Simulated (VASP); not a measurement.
A run of VASP 6.6.1 is set up as follows.

File INCAR:

```
SYSTEM = TiSe2
PREC = Accurate
ENCUT = 500
EDIFF = 1E-6
ISMEAR = 0
SIGMA = 0.1
LREAL = .False.
LASPH = .True.
NELM = 120
ALGO = Normal
ISIF = 2
LWAVE = .False.
LCHARG = .False.
NBANDS = 19
GGA_COMPAT = .False.
```

KPOINTS

```
Automatic mesh
0
Gamma
  12 12 8
  0 0 0
```

File POSCAR:

```
TiSe2
1.0
    3.4376632355      0.0000000028      0.0000000000
   -1.7188316202      2.9771036902      0.0000000000
    0.0000000000      0.0000000000      5.8056698514
Ti Se
1 2
Direct
    0.0000000000      0.0000000000      0.0000000000
    0.3333333333      0.6666666667      0.2650007507
    0.6666666667      0.3333333333      0.7349992493
```

Potentials or basis: VASP PAW LDA potentials, release 64 (Ti_sv, Se).

Launch:

```bash
$ cat potpaw_LDA.64/Ti_sv/POTCAR potpaw_LDA.64/Se/POTCAR > POTCAR
$ mpirun -np 1 vasp_std > vasp.out
```

Predict the band gap on the k mesh.

zero (bands 12 and 13 overlap by 0.85 eV).

Estimate the pressure.

0.3 GPa.

What does it give for the largest force?

0.038 eV/Å.

Forces on the atoms (eV/Å):
```
Ti   0.000  0.000  0.000
Se   0.000  0.000  0.038
Se   0.000  0.000 -0.038
```
